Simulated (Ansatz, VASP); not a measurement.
**One calculation of FeO, two programs**

INCAR

```
ALGO = Normal
EDIFF = 1E-6
ENCUT = 520
GGA = PS
ISIF = 2
ISMEAR = -1
ISPIN = 2
LASPH = T
LCHARG = F
LMAXMIX = 4
LORBIT = 11
LREAL = F
LWAVE = F
MAGMOM = 3 0
NBANDS = 18
NELM = 150
PREC = Accurate
SIGMA = 0.05
```

The input KPOINTS:

```
k-points
0
Gamma
  12 12 12
```

POSCAR

```
FeO
1.0
   -1.6231861388      1.6231861388      2.1108084499
    1.6231861388     -1.6231861388      2.1108084499
    1.6231861388      1.6231861388     -2.1108084499
Fe O
1 1
Direct
    0.0000000000      0.0000000000      0.0000000000
    0.5000000000      0.5000000000      0.0000000000
```

input.yaml

```yaml
crystal:
  lattice:
    - [-1.6231861388, 1.6231861388, 2.1108084499]
    - [1.6231861388, -1.6231861388, 2.1108084499]
    - [1.6231861388, 1.6231861388, -2.1108084499]
  atoms:
    - { symbol: Fe, position: [0.0, 0.0, 0.0], spin: 3.0 }
    - { symbol: O, position: [0.5, 0.5, 0.0] }
hamiltonian:
  xc: pbesol
  pseudopotentials: { kind: paw }
magnetization:
  spin_polarized: true
kpoints:
  mp_grid: { grid: [12, 12, 12] }
scf:
  occupations: { method: fermi_dirac, width: 0.05 }
output:
  forces: true
  stress: true
  eigenvalues: true
  write_density: true
  write_potential: true
  elf: true
  volumetric_format: npy
```

Alike in both runs: task single point; functional PBEsol; k mesh 12 × 12 × 12; occupations fermi-dirac, width 0.05 eV; collinear spin.

```csv
,VASP,Ansatz
version,VASP 6.6.1,Ansatz 0.2.0
potentials or method,"VASP PAW PBE potentials, release 64 (Fe, O)",Ansatz PAW
plane-wave cutoff (eV),520,420
valence electrons in the cell,14,22
```

```csv
,VASP,Ansatz,Ansatz less VASP
gap on the k mesh at the Fermi level (eV),none,none,-
pressure (GPa),-20.5,-20.6,-0.05
"traceless stress, the component that is largest in VASP (GPa)",0.69,0.39,-0.302
net moment per atom (μB),2.00,2.00,+0.002
size of the moment on the site where the two differ most (μB),3.62,3.41,-0.204
```

VASP's potentials were made for PBE, not for PBEsol. Site moments also hang on the region over which each program counts them. A gap of «none» marks a metal or a gap that the smearing closes. With one functional, cell and mesh, what is left measures potentials, basis and numerics. VASP's potentials hold 14 valence electrons a cell and Ansatz's 22, so a difference there can come from the potentials and not from the codes.
